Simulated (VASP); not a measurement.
Write the native input for VASP 6.6.1 that does the following.

```yaml
Task: single point
Functional: PBEsol
Potentials_or_basis: VASP PAW PBE potentials, release 64 (Pb_d, S)
Cutoff: 520 eV
k_mesh: 7 × 7 × 3
Occupations: fermi-dirac, width 0.01 eV
Spin: no spin polarisation
Dipole_correction: no
Further_INCAR_settings: ALGO = Normal; EDIFF = 1e-07; NBANDS = 28
```

The structure of PbS lies in POSCAR:

```
PbS
1.0
    2.9550000000     -2.9147025000     -0.0002025000
    2.9260000000      2.8852975000     -0.0292025000
   -1.1385964500     -0.0531462000     11.7146902500
Pb S
2 2
Direct
    0.7756000000      0.7756000000      0.6363800000
    0.2244000000      0.2244000000      0.3636200000
    0.2684000000      0.2684000000      0.5986000000
    0.7316000000      0.7316000000      0.4014000000
```

This cell differs from its parent crystal: equal xy, yz and zx shear strains of -1 %.

These files were run (other wordings do the same):

INCAR

```
ALGO = Normal ; EDIFF = 1E-7
ENCUT = 520 ; GGA = PS
ISIF = 2 ; ISMEAR = -1
LASPH = T ; LCHARG = T
LELF = T ; LREAL = F
LVHAR = T ; LWAVE = F
NBANDS = 28 ; NELM = 80
PREC = Accurate ; SIGMA = 0.01
```

KPOINTS

```
k-points
0
Gamma
  7 7 3
```

Potentials or basis: VASP PAW PBE potentials, release 64 (Pb_d, S).

Command:

```bash
$ cat potpaw_PBE.64/Pb_d/POTCAR potpaw_PBE.64/S/POTCAR > POTCAR
$ mpirun -np 1 vasp_std > vasp.out
```

It gave:

- Largest force: 0.675 eV/Å
- Band gap on the k mesh: 1.27 eV, direct

Caveat: the cell differs from its parent crystal (equal xy, yz and zx shear strains of -1 %); the PAW data sets were made with another functional, which shifts forces and pressure a little; spin-orbit coupling is left out, which moves the levels of the heavy elements.

It took 4.6 min on 1 thread of AMD EPYC 9R45 96-Core Processor (Zen 5) (shared host), peak memory 0.48 GiB.
